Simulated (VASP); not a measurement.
**Mg16C: single point with LDA**

The system is Mg16C, a slab with vacuum.

```xyz
17
Lattice="6.2932 0.0000 0.0000 -3.1466 5.4501 0.0000 0.0000 0.0000 23.0606" Properties=species:S:1:pos:R:3 pbc="T T T"
Mg    1.5733    0.9083    4.0000
Mg    0.0000    3.6334    4.0000
Mg    4.7199    0.9083    4.0000
Mg    3.1466    3.6334    4.0000
Mg    0.0000    1.8167    6.5194
Mg   -1.5733    4.5417    6.5194
Mg    3.1466    1.8167    6.5194
Mg    1.5733    4.5417    6.5194
Mg    1.5733    0.9083    8.9987
Mg    0.0000    3.6334    8.9987
Mg    4.7199    0.9083    8.9987
Mg    3.1466    3.6334    8.9987
Mg    0.0000    1.8167   11.5606
Mg   -1.5733    4.5417   11.5606
Mg    3.1466    1.8167   11.5606
Mg    1.5733    4.5417   11.5606
C     1.5733    2.7250   12.4137
```

* Program: VASP 6.6.1
* Task: single point
* Functional: LDA
* Potentials or basis: VASP PAW LDA potentials, release 64 (Mg, C)
* Cutoff: 520 eV
* k mesh: 6 × 6 × 1
* Occupations: gaussian, width 0.1 eV
* Spin: no spin polarisation
* Dipole correction: yes
* Further INCAR settings: LREAL = Auto; ALGO = Fast; EDIFF = 1e-07; NBANDS = 32

```
Largest force          : 0.645 eV/Å
Band gap on the k mesh : zero (bands 18 and 19 overlap by 0.73 eV)
```

Forces in eV/Å, atoms in the order of the input:
```
Mg   0.000  0.068 -0.013
Mg   0.058 -0.034 -0.013
Mg   0.000  0.000 -0.075
Mg  -0.058 -0.034 -0.013
Mg   0.055  0.032 -0.008
Mg   0.000  0.000 -0.043
Mg  -0.055  0.032 -0.008
Mg   0.000 -0.063 -0.008
Mg   0.000 -0.048  0.024
Mg  -0.042  0.024  0.024
Mg   0.000  0.000  0.201
Mg   0.042  0.024  0.024
Mg  -0.558 -0.322 -0.042
Mg   0.000  0.000  0.012
Mg   0.558 -0.322 -0.042
Mg   0.000  0.644 -0.042
C    0.000  0.000  0.022
```

Levels at points of the mesh, in eV from the Fermi level:
| k point | band 14 | band 15 | band 16 | band 17 | band 18 | band 19 | band 20 | band 21 | band 22 | band 23 |
| --- | --- | --- | --- | --- | --- | --- | --- | --- | --- | --- |
| (0.00, 0.00, 0.00) | -1.34 | -1.10 | -1.10 | -1.07 | -0.45 | -0.41 | -0.41 | 0.02 | 0.32 | 0.32 |
| (0.50, 0.00, 0.00) | -1.16 | -0.80 | -0.36 | -0.09 | 0.32 | 0.67 | 0.79 | 1.16 | 1.43 | 1.67 |

Run time: 10 min on 1 thread of Oxide Virtual Turin-like Processor (shared host), peak memory 0.58 GiB.
